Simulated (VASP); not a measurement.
Write the native input for VASP 6.6.1 that does the following.

```
Task                   : relaxation of cell and atoms
Functional             : PBE
Potentials or basis    : VASP PAW PBE potentials, release 64 (Tl_d, Bi_d, O)
Cutoff                 : 600 eV
k mesh                 : 8 × 8 × 8
Occupations            : gaussian, width 0.1 eV
Spin                   : no spin polarisation
Dipole correction      : no
Further INCAR settings : ALGO = Normal; EDIFF = 1e-06; IBRION = 2; EDIFFG = -0.01; NSW = 100; ISIF = 3
```

The structure of Tl3BiO4 lies in POSCAR:

```
Tl3BiO4
1.0
    5.1231479600      0.0000000000      0.0000000000
    0.0000000000      5.1231479600      0.0000000000
    0.0000000000      0.0000000000      5.1231479600
Tl Bi O
3 1 4
Direct
    0.5000000000      0.5000000000      0.0000000000
    0.5000000000      0.0000000000      0.5000000000
    0.0000000000      0.5000000000      0.5000000000
    0.0000000000      0.0000000000      0.0000000000
    0.5000000000      0.5000000000      0.5000000000
    0.0000000000      0.0000000000      0.5000000000
    0.0000000000      0.5000000000      0.0000000000
    0.5000000000      0.0000000000      0.0000000000
```

These files were run (other wordings do the same):

INCAR

```
PREC = Accurate
ENCUT = 600
EDIFF = 1E-6
ISMEAR = 0
SIGMA = 0.1
LREAL = False
LASPH = True
NELM = 60
ALGO = Normal
ISIF = 3
LWAVE = False
LCHARG = False
GGA = PE
IBRION = 2
NSW = 100
EDIFFG = -0.01
```

KPOINTS

```
regular mesh
0
Gamma
  8 8 8
```

Potentials or basis: VASP PAW PBE potentials, release 64 (Tl_d, Bi_d, O).

Command:

```console
$ cat potpaw_PBE.64/Tl_d/POTCAR potpaw_PBE.64/Bi_d/POTCAR potpaw_PBE.64/O/POTCAR > POTCAR
$ mpirun -np 1 vasp_std > vasp.out
```

It gave:

The relaxed volume is 17.31 Å³/atom, the relaxed cell is a = 5.173 Å, b = 5.173 Å, c = 5.173 Å, α = 90.00°, β = 90.00°, γ = 90.00° and the space group after relaxing (to 0.05 Å) is Pm-3m (No. 221). The energy gained by relaxing is 4.1 meV/atom. The ionic steps are 3. The pressure after relaxing is 0.0 GPa and the band gap on the k mesh is zero (band 39 reaches 6.78 eV, above the bottom of band 40 at 3.80 eV).

Caveat: spin-orbit coupling is left out, which moves the levels of the heavy elements.

It took 15 min on 1 thread of Oxide Virtual Turin-like Processor, with other jobs on the host, peak memory 0.39 GiB.
